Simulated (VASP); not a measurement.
Ba2SiSbO6, 10 atoms in the cell. Symmetry: Fm-3m, No. 225, cubic system. The conventional cell has a = 8.338 Å, b = 8.338 Å, c = 8.338 Å, α = 90.00°, β = 90.00°, γ = 90.00°. Si (site symmetry m-3m) has 6 O at 2.21 Å within 2.9 Å. Within 2.6 Å of O (site symmetry 4mm) lie 1 Sb at 1.96 Å and 1 Si at 2.21 Å. Within 2.6 Å of Sb (site symmetry m-3m) lie 6 O at 1.96 Å. Ba (site symmetry -43m) has 12 O at 2.95 Å and 4 Si at 3.61 Å and 4 Sb at 3.61 Å within 3.9 Å. 

| Quantity | Value |
| --- | --- |
| Program | VASP 6.6.1 |
| Task | single point |
| Functional | PBE |
| Potentials or basis | VASP PAW PBE potentials, release 64 (Si, O, Sb, Ba_sv) |
| Cutoff | 520 eV |
| k mesh | 4 × 4 × 4 |
| Occupations | methfessel-paxton, width 0.0277 eV |
| Spin | no spin polarisation |
| Dipole correction | no |
| Charge | 1 |
| Further INCAR settings | ALGO = Normal; EDIFF = 1e-06; NBANDS = 44; NELECT = 64.0 |

Potentials or basis: VASP PAW PBE potentials, release 64 (Si, O, Sb, Ba_sv).

Launch:

```console
$ cat potpaw_PBE.64/Si/POTCAR potpaw_PBE.64/O/POTCAR potpaw_PBE.64/Sb/POTCAR potpaw_PBE.64/Ba_sv/POTCAR > POTCAR
$ mpirun -np 1 vasp_std > vasp.out
```

Hardware: 1 thread of Intel(R) Xeon(R) Platinum 8488C (Sapphire Rapids), on a shared host.

Problem. How long does it take, and how much memory?

Solution. It took 71 s on 1 thread of Intel(R) Xeon(R) Platinum 8488C (Sapphire Rapids), on a shared host, peak memory 0.34 GiB. Counts: scf iterations 15, k points 8.
